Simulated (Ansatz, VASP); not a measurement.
YInCu4 in VASP and in Ansatz

INCAR

```
  ALGO = Normal
  EDIFF = 1E-6
  EDIFFG = -0.005
  ENCUT = 600
  IBRION = 2
  ISIF = 3
  ISMEAR = -1
  LASPH = T
  LCHARG = F
  LREAL = F
  LWAVE = F
  NELM = 80
  NSW = 70
  PREC = Accurate
  SIGMA = 0.05
```

KPOINTS

```
k-points
0
Gamma
  8 8 8
```

Contents of POSCAR:

```
YInCu4
1.0
    0.0000000000      3.5889603100      3.5889603100
    3.5889603100      0.0000000000      3.5889603100
    3.5889603100      3.5889603100      0.0000000000
Y In Cu
1 1 4
Direct
    0.0000000000      0.0000000000      0.0000000000
    0.2500000000      0.2500000000      0.2500000000
    0.6246650400      0.1260048800      0.6246650400
    0.6246650400      0.6246650400      0.1260048800
    0.6246650400      0.6246650400      0.6246650400
    0.1260048800      0.6246650400      0.6246650400
```

Input for Ansatz:

```yaml
crystal:
  lattice:
    - [0.0, 3.58896031, 3.58896031]
    - [3.58896031, 0.0, 3.58896031]
    - [3.58896031, 3.58896031, 0.0]
  atoms:
    - { symbol: "Y", position: [0.0, 0.0, 0.0] }
    - { symbol: In, position: [0.25, 0.25, 0.25] }
    - { symbol: Cu, position: [0.62466504, 0.12600488, 0.62466504] }
    - { symbol: Cu, position: [0.62466504, 0.62466504, 0.12600488] }
    - { symbol: Cu, position: [0.62466504, 0.62466504, 0.62466504] }
    - { symbol: Cu, position: [0.12600488, 0.62466504, 0.62466504] }
kpoints:
  mp_grid: { grid: [8, 8, 8] }
scf:
  occupations: { method: fermi_dirac, width: 0.05 }
hamiltonian:
  xc: lda
  pseudopotentials: { kind: paw }
output:
  forces: true
  stress: true
  eigenvalues: true
relax:
  f_tol: 0.005
  max_steps: 50
  cell: {}
```

Alike in both runs: task relaxation of cell and atoms; functional LDA; k mesh 8 × 8 × 8; occupations fermi-dirac, width 0.05 eV; no spin polarisation.

```csv
,VASP,Ansatz
version,VASP 6.6.1,Ansatz 0.2.0
potentials or method,"VASP PAW LDA potentials, release 64 (Y_sv, In_d, Cu)","PAW with Ansatz's default frozen-core files, scalar-relativistic"
plane-wave cutoff (eV),600,420
valence electrons in the cell,68,100
```

```tsv
	VASP	Ansatz	Ansatz less VASP
relaxed volume (Å³/atom)	14.59	14.54	-0.050
relaxed cell length with the largest relative difference (Å)	4.984	4.978	-0.0058
```

LDA's correlation is that of Perdew and Zunger in VASP and of Perdew and Wang (1992) in Ansatz. VASP's potentials hold 68 valence electrons a cell and Ansatz's 100, so a difference there can come from the potentials and not from the codes.
